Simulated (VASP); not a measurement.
Write the native input for VASP 6.6.1 that does the following.

```yaml
Task: single point
Functional: PBE
Potentials_or_basis: VASP PAW PBE potentials, release 64 (Be, C, O)
Cutoff: 520 eV
k_mesh: 6 × 6 × 1
Occupations: gaussian, width 0.1 eV
Spin: no spin polarisation
Dipole_correction: yes
Further_INCAR_settings: LREAL = Auto; ALGO = Normal; EDIFF = 1e-07; NBANDS = 36
```

The structure of Be16CO lies in POSCAR:

```
Be16CO
1.0
    4.5254381410      0.0000000000      0.0000000000
   -2.2627190705      3.9191443934      0.0000000000
    0.0000000000      0.0000000000     23.4761687145
Be C O
16 1 1
Direct
    0.3333333333      0.1666666667      0.1703855535
    0.3333333333      0.6666666667      0.1703855535
    0.8333333333      0.1666666667      0.1703855535
    0.8333333333      0.6666666667      0.1703855535
    0.1666666667      0.3333333333      0.2463521558
    0.1666666667      0.8333333333      0.2463521558
    0.6666666667      0.3333333333      0.2463521558
    0.6666666667      0.8333333333      0.2463521558
    0.3333333333      0.1666666667      0.3241941575
    0.3333333333      0.6666666667      0.3241941575
    0.8333333333      0.1666666667      0.3241941575
    0.8333333333      0.6666666667      0.3241941575
    0.1666666667      0.3333333333      0.4036505628
    0.1666666667      0.8333333333      0.4036505628
    0.6666666667      0.3333333333      0.4036505628
    0.6666666667      0.8333333333      0.4036505628
    0.1666666667      0.3333333333      0.4641374343
    0.3096154644      0.1903845356      0.4769261519
```

One way to write it, as run:

INCAR

```
SYSTEM = Be16CO
PREC     = Accurate       ! precision mode
ENCUT    = 520            ! plane-wave cutoff, eV
EDIFF    = 1E-7           ! SCF threshold, eV
ISMEAR   = 0              ! smearing method
SIGMA    = 0.1            ! smearing width, eV
LREAL    = Auto         
LASPH    = .TRUE.         ! aspherical terms in the spheres
NELM     = 60             ! most SCF steps
ALGO     = Normal         ! electronic algorithm
ISIF     = 2              ! what is computed and relaxed
LWAVE    = .FALSE.        ! write WAVECAR
LCHARG   = .FALSE.        ! write CHGCAR
LDIPOL   = .TRUE.       
IDIPOL   = 3            
DIPOL    = 0.5 0.5 0.307
GGA      = PE             ! functional
NBANDS   = 36             ! bands
```

KPOINTS

```
Automatic mesh
0
G
  6 6 1
  0 0 0
```

Potentials or basis: VASP PAW PBE potentials, release 64 (Be, C, O).

Launch:

```bash
$ cat potpaw_PBE.64/Be/POTCAR potpaw_PBE.64/C/POTCAR potpaw_PBE.64/O/POTCAR > POTCAR
$ mpirun -np 1 vasp_std > vasp.out
```

Results of the run:

```json
{
  "Largest force": "8.891 eV/Å",
  "Band gap on the k mesh": "zero (band 21 reaches -0.72 eV, above the bottom of band 22 at -1.59 eV)"
}
```

Wall time 6.5 min on 1 thread of AMD EPYC 9R45 96-Core Processor (Zen 5), with other jobs on the host, peak memory 0.53 GiB.
